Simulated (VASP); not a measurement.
# W (Im-3m) in VASP: a series of runs, part 2 of 3

VASP 6.6.1.

## Step 3: Single point, r2SCAN+rVV10

This run uses another cell than the first one, of 15.81 Å³/atom, 0.964 times its volume.

POSCAR reads:

```
W
1.0
   -1.5810474221      1.5810474221      1.5810474221
    1.5810474221     -1.5810474221      1.5810474221
    1.5810474221      1.5810474221     -1.5810474221
W
1
Direct
    0.0000000000      0.0000000000      0.0000000000
```

INCAR.step1 reads:

```
ALGO     = Normal         # electronic algorithm
EDIFF    = 1E-4           # SCF threshold, eV
ENCUT    = 520            # plane-wave cutoff, eV
GGA      = PE             # functional
ISMEAR   = 0              # smearing method
LASPH    = True           # aspherical terms in the spheres
LCHARG   = False          # write CHGCAR
LREAL    = False          # projectors in reciprocal space
LWAVE    = True           # write WAVECAR
NBANDS   = 13             # bands
NELM     = 60             # most SCF steps
PREC     = Accurate       # precision mode
SIGMA    = 0.1            # smearing width, eV
```

INCAR.step2 reads:

```
ALGO     = Normal         # electronic algorithm
BPARAM   = 11.95        
CPARAM   = 0.0093       
EDIFF    = 1E-6           # SCF threshold, eV
ENCUT    = 520            # plane-wave cutoff, eV
ISIF     = 2              # what is computed and relaxed
ISMEAR   = 0              # smearing method
ISTART   = 1            
IVDW_NL  = 2            
LASPH    = True           # aspherical terms in the spheres
LCHARG   = True           # write CHGCAR
LELF     = True           # ELF
LMIXTAU  = True         
LREAL    = False          # projectors in reciprocal space
LUSE_VDW = True         
LVHAR    = True         
LWAVE    = False          # write WAVECAR
METAGGA  = R2SCAN         # meta-GGA
NBANDS   = 13             # bands
NELM     = 60             # most SCF steps
PREC     = Accurate       # precision mode
SIGMA    = 0.1            # smearing width, eV
```

KPOINTS reads:

```
k-points
0
Gamma
  8 8 8
```

Potentials or basis: VASP PAW PBE potentials, release 64 (W_sv).

On the command line:

```console
> cat potpaw_PBE.64/W_sv/POTCAR > POTCAR
> cp INCAR.step1 INCAR
> mpirun -np 1 vasp_std > vasp.out
> cp INCAR.step2 INCAR
> mpirun -np 1 vasp_std > vasp.out
```

OUTCAR:

```text
BPARAM = 11.95
   EDIFF = 1E-6
   ENCUT = 520
   ISIF = 2
   ISMEAR = 0
   ISTART = 1
   IVDW_NL = 2
   LASPH = True
   LREAL = False
   METAGGA = R2SCAN
   NELM = 60
   PREC = Accurate

 ion  position               nearest neighbor table
   1  0.000  0.000  0.000-

  LATTYP: Found a body centered cubic cell.
 ALAT       =     3.1620948442

  Lattice vectors:

 A1 = (  -1.5810474221,   1.5810474221,   1.5810474221)
 A2 = (   1.5810474221,  -1.5810474221,   1.5810474221)
 A3 = (   1.5810474221,   1.5810474221,  -1.5810474221)

Analysis of symmetry for initial positions (statically):
=====================================================================
 Subroutine PRICEL returns:
 Original cell was already a primitive cell.

 Routine SETGRP: Setting up the symmetry group for a
 body centered cubic supercell.

 Subroutine GETGRP returns: Found 48 space group operations
 (whereof 48 operations were pure point group operations)
 out of a pool of 48 trial point group operations.

The static configuration has the point symmetry O_h .

Analysis of symmetry for dynamics (positions and initial velocities):
=====================================================================
 Subroutine PRICEL returns:
 Original cell was already a primitive cell.

 Routine SETGRP: Setting up the symmetry group for a
 body centered cubic supercell.

 Subroutine GETGRP returns: Found 48 space group operations
 (whereof 48 operations were pure point group operations)
 out of a pool of 48 trial point group operations.

The dynamic configuration has the point symmetry O_h .

 Subroutine INISYM returns: Found 48 space group operations
 (whereof 48 operations are pure point group operations),
 and found     1 'primitive' translations

----------------------------------------------------------------------------------------

                                     Primitive cell

  volume of cell :      15.8086

  direct lattice vectors                    reciprocal lattice vectors
    -1.581047422  1.581047422  1.581047422     0.000000000  0.316246049  0.316246049
     1.581047422 -1.581047422  1.581047422     0.316246049  0.000000000  0.316246049
     1.581047422  1.581047422 -1.581047422     0.316246049  0.316246049  0.000000000

  length of vectors
     2.738454464  2.738454464  2.738454464     0.447239451  0.447239451  0.447239451

  position of ions in fractional coordinates (direct lattice)
     0.000000000  0.000000000  0.000000000

  ion indices of the primitive-cell ions
   primitive index   ion index
                 1           1

----------------------------------------------------------------------------------------

 KPOINTS: k-points

Automatic generation of k-mesh.
 Grid dimensions read from file:
 generate k-points for:    8    8    8

 Generating k-lattice:

  Cartesian coordinates                     Fractional coordinates (reciprocal lattice)
     0.000000000  0.039530756  0.039530756     0.125000000  0.000000000  0.000000000
     0.039530756  0.000000000  0.039530756     0.000000000  0.125000000  0.000000000
     0.039530756  0.039530756  0.000000000     0.000000000  0.000000000  0.125000000

  Length of vectors
     0.055904931  0.055904931  0.055904931

  Shift w.r.t. Gamma in fractional coordinates (k-lattice)
     0.000000000  0.000000000  0.000000000

 Subroutine IBZKPT returns following result:
 ===========================================

 Found     29 irreducible k-points:

 Following reciprocal coordinates:
            Coordinates               Weight
  0.000000  0.000000  0.000000      1.000000
  0.125000  0.000000  0.000000     12.000000
  0.250000  0.000000  0.000000     12.000000
  0.375000  0.000000  0.000000     12.000000
  0.500000  0.000000  0.000000      6.000000
  0.125000  0.125000  0.000000     24.000000
[... 16 lines left out ...]
 -0.250000  0.250000  0.250000      6.000000
 -0.375000  0.375000  0.250000     24.000000
 [... further k-points ...]
   k-points           NKPTS =     29   k-points in BZ     NKDIM =     29   number of bands    NBANDS=     13
   number of dos      NEDOS =    301   number of ions     NIONS =      1
   total plane-waves  NPLWV =   8000
   dimension x,y,z NGX =    20 NGY =   20 NGZ =   20
   dimension x,y,z NGXF=    40 NGYF=   40 NGZF=   40
   ions per type =               1
   NGX,Y,Z   is equivalent  to a cutoff of  12.14, 12.14, 12.14 a.u.
   NGXF,Y,Z  is equivalent  to a cutoff of  24.28, 24.28, 24.28 a.u.
 SYSTEM =  unknown system
   PREC   = accura    normal or accurate (medium, high low for compatibility)
   ISTART =      1    job   : 0-new  1-cont  2-samecut
   ICHARG =      0    charge: 1-file 2-atom 10-const
   ISPIN  =      1    spin polarized calculation?
   LNONCOLLINEAR =      F non collinear calculations
   LSORBIT =      F    spin-orbit coupling
   LASPH  =      T    aspherical Exc in radial PAW
   ENCUT  =  520.0 eV  38.22 Ry    6.18 a.u.   5.09  5.09  5.09*2*pi/ulx,y,z
   NELM   =     60;   NELMIN=  2; NELMDL=  0     # of ELM steps
   EDIFF  = 0.1E-05   stopping-criterion for ELM
   LREAL  =      F    real-space projection
[... 7 lines left out ...]
   TEBEG  =    0.0;   TEEND  =   0.0 temperature during run
   PSTRESS=    0.0 pullay stress
   NELECT =      14.0000    total number of electrons
   NUPDOWN=      -1.0000    fix difference up-down
   EMIN   =  10.00;   EMAX   =-10.00  energy-range for DOS
   EFERMI =   0.00;   METHOD = LEGACY
   ISMEAR =     0;   SIGMA  =   0.10  broadening in eV -4-tet -1-fermi 0-gaus
   EFERMI_NEDOS =   21; number of points for ismear=-14 and -15
   IALGO  =     38    algorithm
   IMIX   =      4    mixing-type and parameters
     AMIX     =   0.40;   BMIX     =  1.00
     AMIX_MAG =   1.60;   BMIX_MAG =  1.00
  volume/ion in A,a.u.               =      15.81       106.68
  Fermi-wavevector in a.u.,A,eV,Ry     =   1.572121  2.970878 33.627673  2.471564
  Thomas-Fermi vector in A             =   2.673603
   LORBIT       =      0    0 simple, 1 ext, 2 COOP (PROOUT), +10 PAW based schemes
   METAGGA = R2SCAN    functional components
   LHFCALC =     F    Hartree Fock is set to
   AEXX    =    0.0000 exact exchange contribution
   IVDW_NL    =     2    kernel type
   BPARAM     =11.9500
   IVDW    =     0    specifies the selected vdW correction
   LEPSILON=     F    determine dielectric tensor
   LRPA    =     F    only Hartree local field effects (RPA)
 non-spin polarized calculation
 Gauss-broadening in eV      SIGMA  =   0.10
  energy-cutoff  :      520.00
  volume of cell :       15.81
 maximum number of plane-waves:       436
   NGX = 11   NGY = 11   NGZ = 11

 number of electron      14.0000004 magnetization

 Free energy of the ion-electron system (eV)
  ---------------------------------------------------
  ext. energy  EPLUGINS =         0.00000000
  ---------------------------------------------------
  free energy    TOTEN  =       -51.14424692 eV

  energy without entropy =      -51.14424687  energy(sigma->0) =      -51.14424690

 E-fermi :  11.1260     XC(G=0): -14.9935

 val. band max:       10.7935147099   @ k =   0.1250   0.0000   0.0000
 cond. band min:      11.4692983938   @ k =  -0.2500   0.2500   0.1250
 fundamental gap:      0.6757836839
 Fermi energy:        11.1259718779

 k-point     1 :       0.0000    0.0000    0.0000
  band No.  band energies     occupation
      1     -64.7634      2.00000
      2     -27.6193      2.00000
      3     -27.6193      2.00000
      4     -27.6193      2.00000
      5       1.1619      2.00000
      6      10.0381      2.00000
      7      10.0381      2.00000
      8      10.0381      2.00000
      9      13.9047      0.00000
     10      13.9047      0.00000
     11      26.5692      0.00000
     12      26.5692      0.00000
     13      26.5692      0.00000
[... 353 lines left out ...]
 k-point    24 :      -0.3750    0.3750    0.2500
  band No.  band energies     occupation
      1     -64.5733      2.00000
      2     -28.6554      2.00000
      3     -28.2639      2.00000
      4     -28.1363      2.00000
      5       6.5650      2.00000
      6       7.3779      2.00000
      7      10.7396      2.00000
      8      11.6119      0.00000
      9      15.2046      0.00000
     10      16.0149      0.00000
     11      25.6965      0.00000
     12      28.2129      0.00000
     13      29.4707      0.00000

 [... further k-points ...]

------------------------ aborting loop because EDIFF is reached ----------------------------------------

  FORCE on cell =-STRESS in cart. coord.  units (eV):
  Direction    XX          YY          ZZ          XY          YZ          ZX
  --------------------------------------------------------------------------------------
  -------------------------------------------------------------------------------------
  Total        0.1925622      0.1925622      0.1925622      0.0000000      0.0000000     -0.0000000
  in kB       19.5158223     19.5158223     19.5158223      0.0000000      0.0000000     -0.0000000
  external PRESSURE =      19.5158223 kB  Pullay stress =       0.0000000 kB

 VOLUME and BASIS-vectors are now :
 -----------------------------------------------------------------------------
  energy-cutoff  :      520.00
  volume of cell :       15.81
      direct lattice vectors                 reciprocal lattice vectors
    -1.581047422  1.581047422  1.581047422     0.000000000  0.316246049  0.316246049
     1.581047422 -1.581047422  1.581047422     0.316246049  0.000000000  0.316246049
     1.581047422  1.581047422 -1.581047422     0.316246049  0.316246049  0.000000000

 POSITION                                       TOTAL-FORCE (eV/Angst)
 -----------------------------------------------------------------------------------
      0.00000      0.00000      0.00000        -0.000000     -0.000000     -0.000000
 -----------------------------------------------------------------------------------
    total drift:                                0.000000     -0.000000      0.000000

  FREE ENERGIE OF THE ION-ELECTRON SYSTEM (eV)
  ---------------------------------------------------
  free  energy   TOTEN  =       -51.1442469202 eV

  energy  without entropy=      -51.1442468739  energy(sigma->0) =      -51.14424690
```

Wall time 17 s (1 thread of Intel Xeon 6975P-C (Granite Rapids), shared host); peak memory 0.18 GiB.

What came out:

```
Free energy            : -51.1442 eV
Pressure               : 2.0 GPa
Band gap on the k mesh : zero (band 7 reaches 16.69 eV, above the bottom of band 8 at 10.04 eV)
```

Levels at points of the mesh, in eV from the Fermi level:
| k point | band 3 | band 4 | band 5 | band 6 | band 7 | band 8 | band 9 | band 10 | band 11 | band 12 |
| --- | --- | --- | --- | --- | --- | --- | --- | --- | --- | --- |
| (0.00, 0.00, 0.00) | -38.75 | -38.75 | -9.96 | -1.09 | -1.09 | -1.09 | 2.78 | 2.78 | 15.44 | 15.44 |
| (0.50, 0.00, 0.00) | -39.19 | -38.75 | -6.39 | -3.57 | 0.72 | 2.62 | 3.68 | 6.58 | 11.91 | 12.26 |
| (0.50, 0.50, 0.50) | -39.71 | -39.71 | -5.85 | -5.85 | 5.57 | 5.57 | 5.57 | 8.75 | 8.75 | 8.75 |

Caveat: the PAW data sets were made with another functional, which shifts forces and pressure a little; spin-orbit coupling is left out, which moves the levels of the heavy elements.

## Step 4: Relaxation of cell and atoms, r2SCAN+rVV10

POSCAR reads:

```
W
1.0
   -1.6007500000      1.6007500000      1.6007500000
    1.6007500000     -1.6007500000      1.6007500000
    1.6007500000      1.6007500000     -1.6007500000
W
1
Direct
    0.0000000000      0.0000000000      0.0000000000
```

INCAR.step1 reads:

```
PREC     = Accurate       # precision mode
ENCUT    = 600            # plane-wave cutoff, eV
ISMEAR   = 0              # smearing method
SIGMA    = 0.1            # smearing width, eV
LREAL    = False          # projectors in reciprocal space
LASPH    = True           # aspherical terms in the spheres
NELM     = 100            # most SCF steps
GGA      = PE             # functional
ALGO     = Normal         # electronic algorithm
EDIFF    = 1E-4           # SCF threshold, eV
LWAVE    = True           # write WAVECAR
LCHARG   = False          # write CHGCAR
```

INCAR.step2 reads:

```
PREC     = Accurate       # precision mode
ENCUT    = 600            # plane-wave cutoff, eV
EDIFF    = 1E-7           # SCF threshold, eV
ISMEAR   = 0              # smearing method
SIGMA    = 0.1            # smearing width, eV
LREAL    = False          # projectors in reciprocal space
LASPH    = True           # aspherical terms in the spheres
NELM     = 100            # most SCF steps
ALGO     = Normal         # electronic algorithm
ISIF     = 3              # what is computed and relaxed
LWAVE    = False          # write WAVECAR
LCHARG   = False          # write CHGCAR
METAGGA  = R2SCAN         # meta-GGA
LMIXTAU  = True         
LUSE_VDW = True         
IVDW_NL  = 2            
BPARAM   = 11.95        
CPARAM   = 0.0093       
IBRION   = 2              # ionic algorithm
NSW      = 100            # ionic steps
EDIFFG   = -0.05          # ionic threshold
ISTART   = 1
```

KPOINTS reads:

```
regular mesh
0
Gamma
  8 8 8
```

On the command line:

```console
> cat potpaw_PBE.64/W_sv/POTCAR > POTCAR
> cp INCAR.step1 INCAR
> mpirun -np 1 vasp_std > vasp.out
> cp INCAR.step2 INCAR
> mpirun -np 1 vasp_std > vasp.out
```

Run time: 90 s. Hardware: 1 thread of Intel Xeon 6975P-C (Granite Rapids), shared host; peak memory 0.22 GiB.

The run converged. Its results:

```
Free energy                            : -51.1455 eV
Relaxed volume                         : 15.91 Å³/atom
Relaxed cell                           : a = 2.744 Å, b = 2.744 Å, c = 2.744 Å, α = 109.47°, β = 109.47°, γ = 109.47°
Space group after relaxing (to 0.05 Å) : Im-3m (No. 229)
Energy gained by relaxing              : 15.6 meV/atom
Ionic steps                            : 4
Pressure after relaxing                : -0.1 GPa
Band gap on the k mesh                 : zero (band 7 reaches 16.56 eV, above the bottom of band 8 at 9.96 eV)
```

Step by step:
| step | energy change (eV) | largest force (eV/Å) | pressure (GPa) | volume (Å³) |
| --- | --- | --- | --- | --- |
| 1 | 0.0000 | 0.0000 | -9.63 | 16.41 |
| 2 | 0.2199 | 0.0000 | 48.35 | 14.18 |
| 3 | -0.0156 | 0.0000 | -0.52 | 15.93 |
| 4 | -0.0156 | 0.0000 | -0.07 | 15.91 |

Final structure:
```
W
1.0
    -1.58429    1.58429    1.58429
     1.58429   -1.58429    1.58429
     1.58429    1.58429   -1.58429
W
1
Direct
  0.00000 0.00000 0.00000
```

Levels at points of the mesh, in eV from the Fermi level:
| k point | band 4 | band 5 | band 6 | band 7 | band 8 | band 9 | band 10 | band 11 |
| --- | --- | --- | --- | --- | --- | --- | --- | --- |
| (0.00, 0.00, 0.00) | -38.77 | -9.93 | -1.08 | -1.08 | -1.08 | 2.76 | 2.76 | 15.43 |
| (0.50, 0.00, 0.00) | -38.77 | -6.35 | -3.54 | 0.69 | 2.59 | 3.65 | 6.52 | 11.80 |
| (0.50, 0.50, 0.50) | -39.72 | -5.80 | -5.80 | 5.52 | 5.52 | 5.52 | 8.69 | 8.69 |

Caveat: the PAW data sets were made with another functional, which shifts forces and pressure a little; spin-orbit coupling is left out, which moves the levels of the heavy elements.

(Continued in part 3 of 3.)
